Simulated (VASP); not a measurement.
Input of a VASP 6.6.1 run:

Contents of INCAR:

```
SYSTEM = Sn2TeAs2
  ALGO = Normal
  EDIFF = 1E-7
  EDIFFG = -0.04
  ENCUT = 600
  GGA = PE
  IBRION = 2
  ISIF = 3
  ISMEAR = 0
  LASPH = .True.
  LCHARG = .False.
  LREAL = .False.
  LWAVE = .False.
  NELM = 80
  NSW = 90
  PREC = Accurate
  SIGMA = 0.1
```

KPOINTS

```
k-points
0
Gamma
  4 4 4
  0 0 0
```

POSCAR

```
Sn2TeAs2
1.0
    4.6625620900      0.0000000000      0.0000000000
    0.0000000000      4.6625620900      0.0000000000
    0.0000000000      0.0000000000      6.1641365200
Sn Te As
2 1 2
Direct
    0.5000000000      0.5000000000      0.7247068300
    0.5000000000      0.5000000000      0.2752931700
    0.0000000000      0.0000000000      0.0000000000
    0.5000000000      0.0000000000      0.5000000000
    0.0000000000      0.5000000000      0.5000000000
```

Potentials or basis: VASP PAW PBE potentials, release 64 (Sn_d, Te, As).

Run with:

```console
$ cat potpaw_PBE.64/Sn_d/POTCAR potpaw_PBE.64/Te/POTCAR potpaw_PBE.64/As/POTCAR > POTCAR
$ mpirun -np 1 vasp_std > vasp.out
```

Question: Predict the relaxed volume.

Answer: 26.18 Å³/atom.

Question: What does it give for the space group after relaxing (to 0.1 Å)?

Answer: P4/mmm (No. 123).

Stress tensor (GPa, compression positive):
```
-0.22  0.00  0.00
 0.00 -0.22  0.00
 0.00  0.00  0.18
```

Caveat: a cell axis changed by over 15 % at a fixed basis, so the end point is rough.
